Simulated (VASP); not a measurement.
Set up this calculation in VASP 6.6.1, as the native input.

| Property | Result |
| --- | --- |
| Task | electric field gradients |
| Functional | PBE |
| Potentials or basis | VASP PAW PBE potentials, release 64 (Hf_pv, C) |
| Cutoff | 520 eV |
| k mesh | 15 × 15 × 15 |
| Occupations | fermi-dirac, width 0.05 eV |
| Spin | no spin polarisation |
| Dipole correction | no |
| Further INCAR settings | ALGO = Normal; EDIFF = 1e-08; NBANDS = 14 |

The structure of HfC lies in POSCAR:

```
HfC
1.0
    0.0000000000      2.3327243092      2.3327243092
    2.3327243092      0.0000000000      2.3327243092
    2.3327243092      2.3327243092      0.0000000000
Hf C
1 1
Direct
    0.5000000000      0.5000000000      0.5000000000
    0.0000000000      0.0000000000      0.0000000000
```

This cell differs from its parent crystal: volume scaled by 1.01.

These files were run (other wordings do the same):

INCAR

```
ALGO = Normal
EDIFF = 1E-8
ENCUT = 520
GGA = PE
ISIF = 2
ISMEAR = -1
LASPH = True
LCHARG = False
LEFG = True
LREAL = False
LWAVE = False
NBANDS = 14
NELM = 80
PREC = Accurate
SIGMA = 0.05
```

KPOINTS

```
k-points
0
Gamma
  15 15 15
```

Potentials or basis: VASP PAW PBE potentials, release 64 (Hf_pv, C).

Run with:

```console
$ cat potpaw_PBE.64/Hf_pv/POTCAR potpaw_PBE.64/C/POTCAR > POTCAR
$ mpirun -np 1 vasp_std > vasp.out
```

Results of the run:

| Property | Result |
| --- | --- |
| Pressure | -2.8 GPa |
| Band gap on the k mesh | zero (band 7 reaches 6.87 eV, above the bottom of band 8 at 5.45 eV) |

Caveat: without QUAD_EFG the Cq values of the log hold for a quadrupole moment of 1 mb, not for the nuclei; spin-orbit coupling is left out, which moves the levels of the heavy elements.

Run time: 58 s on 1 thread of Intel(R) Xeon(R) Platinum 8488C (Sapphire Rapids), on a shared host, peak memory 0.19 GiB.
